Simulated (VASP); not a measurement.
# PbSe (Clausthalite) (Fm-3m) in VASP: further runs

Runs on PbSe (Clausthalite). Level: RPBE+D3(BJ). Tasks: relaxation of cell and atoms, single point.

Everything below comes from runs of VASP 6.6.1. Logs are shortened: lines on timing, memory, paths and dates and some standing lists are left out, and cuts for length are marked.

## Step 1: The cell of the first run

It takes space group Fm-3m (No. 225, cubic). Conventional cell: a = 6.121 Å, b = 6.121 Å, c = 6.121 Å, α = 90.00°, β = 90.00°, γ = 90.00°. Within 4.0 Å of Pb (site symmetry m-3m) lie 6 Se at 3.06 Å. Se (site symmetry m-3m) has 6 Pb at 3.06 Å within 4.0 Å.

## Step 2: Relaxation of cell and atoms, RPBE+D3(BJ)

The input, INCAR:

```
SYSTEM = PbSe
PREC = Accurate ; ENCUT = 600
EDIFF = 1E-7 ; ISMEAR = -1
SIGMA = 0.05 ; LREAL = .FALSE.
LASPH = .TRUE. ; NELM = 100
ALGO = Normal ; ISIF = 3
LWAVE = .FALSE. ; LCHARG = .FALSE.
GGA = RP ; IVDW = 12
IBRION = 2 ; NSW = 80
EDIFFG = -0.02
```

The input, KPOINTS:

```
Automatic mesh
0
G
  8 8 8
  0 0 0
```

The input, POSCAR:

```
PbSe
1.0
    0.0000000000      3.0606500000      3.0606500000
    3.0606500000      0.0000000000      3.0606500000
    3.0606500000      3.0606500000      0.0000000000
Pb Se
1 1
Direct
    0.0000000000      0.0000000000      0.0000000000
    0.5000000000      0.5000000000      0.5000000000
```

Potentials or basis: VASP PAW PBE potentials, release 64 (Pb_d, Se).

Launch:

```sh
$ cat potpaw_PBE.64/Pb_d/POTCAR potpaw_PBE.64/Se/POTCAR > POTCAR
$ mpirun -np 1 vasp_std > vasp.out
```

OUTCAR:

```text
SYSTEM = PbSe
   PREC = Accurate
   ENCUT = 600
   EDIFF = 1E-7
   ISMEAR = -1
   LREAL = .FALSE.
   LASPH = .TRUE.
   NELM = 100
   ISIF = 3
   GGA = RP
   IVDW = 12
   IBRION = 2
   NSW = 80
   EDIFFG = -0.02
 IVDW          = 12

 ion  position               nearest neighbor table
   1  0.000  0.000  0.000-   2 3.06   2 3.06   2 3.06   2 3.06   2 3.06   2 3.06
   2  0.500  0.500  0.500-   1 3.06   1 3.06   1 3.06   1 3.06   1 3.06   1 3.06

  LATTYP: Found a face centered cubic cell.
 ALAT       =     6.1213000000

  Lattice vectors:

 A1 = (   0.0000000000,   3.0606500000,   3.0606500000)
 A2 = (   3.0606500000,   0.0000000000,   3.0606500000)
 A3 = (   3.0606500000,   3.0606500000,   0.0000000000)

Analysis of symmetry for initial positions (statically):
=====================================================================
 Subroutine PRICEL returns:
 Original cell was already a primitive cell.

 Routine SETGRP: Setting up the symmetry group for a
 face centered cubic supercell.

 Subroutine GETGRP returns: Found 48 space group operations
 (whereof 48 operations were pure point group operations)
 out of a pool of 48 trial point group operations.

The static configuration has the point symmetry O_h .

Analysis of symmetry for dynamics (positions and initial velocities):
=====================================================================
 Subroutine PRICEL returns:
 Original cell was already a primitive cell.

 Routine SETGRP: Setting up the symmetry group for a
 face centered cubic supercell.

 Subroutine GETGRP returns: Found 48 space group operations
 (whereof 48 operations were pure point group operations)
 out of a pool of 48 trial point group operations.

The dynamic configuration has the point symmetry O_h .

 Subroutine INISYM returns: Found 48 space group operations
 (whereof 48 operations are pure point group operations),
 and found     1 'primitive' translations

----------------------------------------------------------------------------------------

                                     Primitive cell

  volume of cell :      57.3418

  direct lattice vectors                    reciprocal lattice vectors
     0.000000000  3.060650000  3.060650000    -0.163363991  0.163363991  0.163363991
     3.060650000  0.000000000  3.060650000     0.163363991 -0.163363991  0.163363991
     3.060650000  3.060650000  0.000000000     0.163363991  0.163363991 -0.163363991

  length of vectors
     4.328412740  4.328412740  4.328412740     0.282954733  0.282954733  0.282954733

  position of ions in fractional coordinates (direct lattice)
     0.000000000  0.000000000  0.000000000
[... 72 lines left out ...]
   ISPIN  =      1    spin polarized calculation?
   LNONCOLLINEAR =      F non collinear calculations
   LSORBIT =      F    spin-orbit coupling
   LASPH  =      T    aspherical Exc in radial PAW
   ENCUT  =  600.0 eV  44.10 Ry    6.64 a.u.   8.64  8.64  8.64*2*pi/ulx,y,z
   NELM   =    100;   NELMIN=  2; NELMDL= -5     # of ELM steps
   EDIFF  = 0.1E-06   stopping-criterion for ELM
   LREAL  =      F    real-space projection
   EDIFFG = -.2E-01   stopping-criterion for IOM
   NSW    =     80    number of steps for IOM
   IBRION =      2    ionic relax: 0-MD 1-quasi-New 2-CG
   NFREE  =      1    steps in history (QN), initial steepest desc. (CG)
   ISIF   =      3    stress and relaxation
   ISYM   =      2    0-nonsym 1-usesym 2-fastsym
   POTIM  = 0.5000    time-step for ionic-motion
   TEBEG  =    0.0;   TEEND  =   0.0 temperature during run
   PSTRESS=    0.0 pullay stress
   NELECT =      20.0000    total number of electrons
   NUPDOWN=      -1.0000    fix difference up-down
   EMIN   =  10.00;   EMAX   =-10.00  energy-range for DOS
   EFERMI =   0.00;   METHOD = LEGACY
   ISMEAR =    -1;   SIGMA  =   0.05  broadening in eV -4-tet -1-fermi 0-gaus
   EFERMI_NEDOS =   21; number of points for ismear=-14 and -15
   IALGO  =     38    algorithm
   IMIX   =      4    mixing-type and parameters
     AMIX     =   0.40;   BMIX     =  1.00
     AMIX_MAG =   1.60;   BMIX_MAG =  1.00
  volume/ion in A,a.u.               =      28.67       193.48
  Fermi-wavevector in a.u.,A,eV,Ry     =   1.152377  2.177676 18.068159  1.327972
  Thomas-Fermi vector in A             =   2.289028
   LORBIT       =      0    0 simple, 1 ext, 2 COOP (PROOUT), +10 PAW based schemes
   GGA     = RP    functional components
   LHFCALC =     F    Hartree Fock is set to
   AEXX    =    0.0000 exact exchange contribution
   IVDW    =    12    specifies the selected vdW correction
   LEPSILON=     F    determine dielectric tensor
   LRPA    =     F    only Hartree local field effects (RPA)
 conjugate gradient relaxation of ions
 non-spin polarized calculation
  energy-cutoff  :      600.00
  volume of cell :       57.34
 maximum number of plane-waves:      1930
   NGX = 17   NGY = 17   NGZ = 17

--------------------------------------- Ionic step        1  -------------------------------------------

 number of electron      20.0000001 magnetization

 Free energy of the ion-electron system (eV)
  ---------------------------------------------------
  ext. energy  EPLUGINS =         0.00000000
  ---------------------------------------------------
  free energy    TOTEN  =        -7.46373542 eV

  energy without entropy =       -7.46356578  energy(sigma->0) =       -7.46365060

 E-fermi :   5.3852     XC(G=0):  -9.3805

 val. band max:        5.1970716337   @ k =   0.5000   0.0000   0.0000
 cond. band min:       5.5732594898   @ k =   0.5000   0.0000   0.0000
 fundamental gap:      0.3761878561
 Fermi energy:         5.3851884617

 k-point     1 :       0.0000    0.0000    0.0000
  band No.  band energies     occupation
      1     -11.7177      2.00000
      2     -11.7177      2.00000
      3     -11.7177      2.00000
      4     -11.7095      2.00000
      5     -11.7095      2.00000
      6      -8.3770      2.00000
      7      -1.0647      2.00000
      8       3.3045      2.00000
      9       3.3045      2.00000
     10       3.3045      2.00000
     11       9.9543      0.00000
     12       9.9543      0.00000
     13       9.9543      0.00000
     14      11.7455      0.00000
[... 470 lines left out ...]
--------------------------------------- Ionic step        3  -------------------------------------------

 number of electron      20.0000000 magnetization

 Free energy of the ion-electron system (eV)
  ---------------------------------------------------
  ext. energy  EPLUGINS =         0.00000000
  ---------------------------------------------------
  free energy    TOTEN  =        -6.77525332 eV

  energy without entropy =       -6.77516234  energy(sigma->0) =       -6.77520783

 E-fermi :   7.8150     XC(G=0): -10.3200

 val. band max:        7.5856346178   @ k =   0.5000   0.0000   0.0000
 cond. band min:       8.0434710101   @ k =   0.5000   0.0000   0.0000
 fundamental gap:      0.4578363922
 Fermi energy:         7.8150185035

 k-point     1 :       0.0000    0.0000    0.0000
  band No.  band energies     occupation
      1      -9.5875      2.00000
      2      -9.5875      2.00000
      3      -9.5832      2.00000
      4      -9.5832      2.00000
      5      -9.5832      2.00000
      6      -7.6418      2.00000
      7       1.8776      2.00000
      8       4.9241      2.00000
      9       4.9241      2.00000
     10       4.9241      2.00000
     11      12.9275      0.00000
     12      12.9275      0.00000
     13      12.9275      0.00000
     14      13.8231      0.00000
[... 424 lines left out ...]
  FREE ENERGIE OF THE ION-ELECTRON SYSTEM (eV)
  ---------------------------------------------------
  free  energy   TOTEN  =       -11.3094649421 eV

  energy  without entropy=      -11.3093739601  energy(sigma->0) =      -11.30941945

 reached required accuracy - stopping structural energy minimisation
```

OSZICAR:

```text
N       E                     dE             d eps       ncg     rms          rms(c)
[... 31 lines left out ...]
DAV:   2    -0.700309125880E+01    0.11437E+01   -0.24746E+00   986   0.318E+01    0.250E+00
DAV:   3    -0.677354905473E+01    0.22954E+00   -0.10166E+00  1004   0.193E+01    0.397E-01
DAV:   4    -0.677560265333E+01   -0.20536E-02   -0.32575E-02   910   0.275E+00    0.142E-01
DAV:   5    -0.677530913036E+01    0.29352E-03   -0.23824E-03  1150   0.872E-01    0.777E-02
DAV:   6    -0.677524747962E+01    0.61651E-04   -0.67964E-04  1086   0.501E-01    0.280E-02
DAV:   7    -0.677525187813E+01   -0.43985E-05   -0.49307E-05   916   0.704E-02    0.797E-03
DAV:   8    -0.677525325495E+01   -0.13768E-05   -0.64004E-06  1102   0.496E-02    0.160E-03
DAV:   9    -0.677525332342E+01   -0.68474E-07   -0.53660E-07   896   0.114E-02
   3 F= -.11309465E+02 E0= -.11309419E+02  d E =-.379203E+00
```

CONTCAR:

```text
PbSe
   1.00000000000000
    -0.0000000000000000    2.8739438623799956    2.8739438623799956
     2.8739438623799956    0.0000000000000000    2.8739438623799956
     2.8739438623799956    2.8739438623799956   -0.0000000000000000
  Pb              Se
     1     1
Direct
     0.0000000000000000    0.0000000000000000    0.0000000000000000
     0.5000000000000000    0.5000000000000000    0.5000000000000000

  0.00000000E+00  0.00000000E+00  0.00000000E+00
  0.00000000E+00  0.00000000E+00  0.00000000E+00
```

It took 64 s on 1 thread of Intel Xeon 6975P-C, shared host; peak memory 0.23 GiB.

What came out:

```
Free energy                            : -11.3095 eV
Relaxed volume                         : 23.74 Å³/atom
Relaxed cell                           : a = 4.064 Å, b = 4.064 Å, c = 4.064 Å, α = 60.00°, β = 60.00°, γ = 60.00°
Space group after relaxing (to 0.05 Å) : Fm-3m (No. 225)
Energy gained by relaxing              : 189.6 meV/atom
Ionic steps                            : 3
Pressure after relaxing                : -0.1 GPa
Band gap on the k mesh                 : 0.46 eV, direct
Dispersion energy per atom             : -2.267 eV
```

Step by step:
```
step  energy change (eV)  largest force (eV/Å)  pressure (GPa)  volume (Å³)
   1              0.0000                0.0000          -10.30        57.34
   2             -0.2731                0.0000            9.10        43.37
   3             -0.3792                0.0000           -0.11        47.47
```

Final structure:
```
CELL_PARAMETERS angstrom
0.00000 2.87394 2.87394
2.87394 0.00000 2.87394
2.87394 2.87394 0.00000
ATOMIC_POSITIONS crystal
Pb 0.00000 0.00000 0.00000
Se 0.50000 0.50000 0.50000
```

Caveat: the volume moved by over 15 % at a fixed basis, so the end points are rough; the PAW data sets were made with another functional, which shifts forces and pressure a little; spin-orbit coupling is left out, which moves the levels of the heavy elements; the volume moved by -17 % from the deposited cell, more than functionals usually miss.

## Step 3: Single point, RPBE+D3(BJ)

This run uses another cell than the first one, of 26.95 Å³/atom, 0.940 times its volume.

The input, INCAR:

```
SYSTEM = PbSe
PREC = Accurate
ENCUT = 520
EDIFF = 1E-6
ISMEAR = -1
SIGMA = 0.05
LREAL = .False.
LASPH = .True.
NELM = 60
ALGO = Normal
ISIF = 2
LWAVE = .False.
LCHARG = .False.
GGA = RP
IVDW = 12
NBANDS = 17
```

The input, KPOINTS:

```
regular mesh
0
Gamma
  8 8 8
  0 0 0
```

The input, POSCAR:

```
PbSe
1.0
    0.0000000000      2.9981702236      2.9981702236
    2.9981702236      0.0000000000      2.9981702236
    2.9981702236      2.9981702236      0.0000000000
Pb Se
1 1
Direct
    0.0000000000      0.0000000000      0.0000000000
    0.5000000000      0.5000000000      0.5000000000
```

Potentials or basis: VASP PAW PBE potentials, release 64 (Pb_d, Se).

Launch:

```sh
$ cat potpaw_PBE.64/Pb_d/POTCAR potpaw_PBE.64/Se/POTCAR > POTCAR
$ mpirun -np 1 vasp_std > vasp.out
```

It took 21 s on 1 thread of Intel Xeon 6975P-C, shared host; peak memory 0.2 GiB.

It converged, with:

```
Free energy                : -11.1274 eV
Pressure                   : -8.0 GPa
Band gap on the k mesh     : 0.14 eV, direct
Dispersion energy per atom : -1.899 eV
```

Levels at points of the mesh, in eV from the valence-band top:
```csv
k point,band 6,band 7,band 8,band 9,band 10,band 11,band 12,band 13,band 14,band 15
"(0.00, 0.00, 0.00)",-14.19,-6.22,-2.25,-2.25,-2.25,4.83,4.83,4.83,6.33,6.33
"(0.50, 0.00, 0.00)",-12.97,-9.22,-1.80,-1.80,0.00,0.14,1.52,1.52,8.66,10.03
"(0.50, 0.50, 0.00)",-12.50,-7.53,-5.57,-3.71,-3.71,3.42,5.83,5.83,6.31,11.33
```

Caveat: the PAW data sets were made with another functional, which shifts forces and pressure a little; spin-orbit coupling is left out, which moves the levels of the heavy elements. A k mesh can miss the band edges.

## Step 4: Against experiment

Step 2. The cell as given is a measured one (28.67 Å³/atom); RPBE+D3(BJ) puts the equilibrium volume -17.2 % from it, thermal expansion not counted.
